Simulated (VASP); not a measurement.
Set up this calculation in VASP 6.6.1, as the native input.

* Task: single point
* Functional: PBE
* Potentials or basis: VASP PAW PBE potentials, release 64 (Ti_sv)
* Cutoff: 520 eV
* k mesh: 18 × 18 × 10
* Occupations: gaussian, width 0.1 eV
* Spin: no spin polarisation
* Dipole correction: no
* Further INCAR settings: ALGO = Fast; EDIFF = 1e-06; NBANDS = 19

The structure of Ti lies in POSCAR:

```
Ti
1.0
    2.9385821062      0.0000000000      0.0000000000
   -1.4692910531      2.5448867551      0.0000000000
    0.0000000000      0.0000000000      4.6504271809
Ti
2
Direct
    0.3333333333      0.6666666667      0.2500000000
    0.6666666667      0.3333333333      0.7500000000
```

The input as run:

INCAR

```
SYSTEM = Ti
PREC = Accurate ; ENCUT = 520
EDIFF = 1E-6 ; ISMEAR = 0
SIGMA = 0.1 ; LREAL = .False.
LASPH = .True. ; NELM = 80
ALGO = Fast ; ISIF = 2
LWAVE = .False. ; LCHARG = .False.
GGA = PE ; NBANDS = 19
```

KPOINTS

```
Automatic mesh
0
Gamma
  18 18 10
  0 0 0
```

Potentials or basis: VASP PAW PBE potentials, release 64 (Ti_sv).

The run is started by

```sh
$ cat potpaw_PBE.64/Ti_sv/POTCAR > POTCAR
$ mpirun -np 1 vasp_std > vasp.out
```

It gave:

```
Pressure               : -0.6 GPa
Band gap on the k mesh : zero (band 12 reaches 9.10 eV, above the bottom of band 13 at 8.00 eV)
```

It took 2.8 min on 1 thread of Intel(R) Xeon(R) 6975P-C (Granite Rapids) (shared host), peak memory 0.24 GiB.
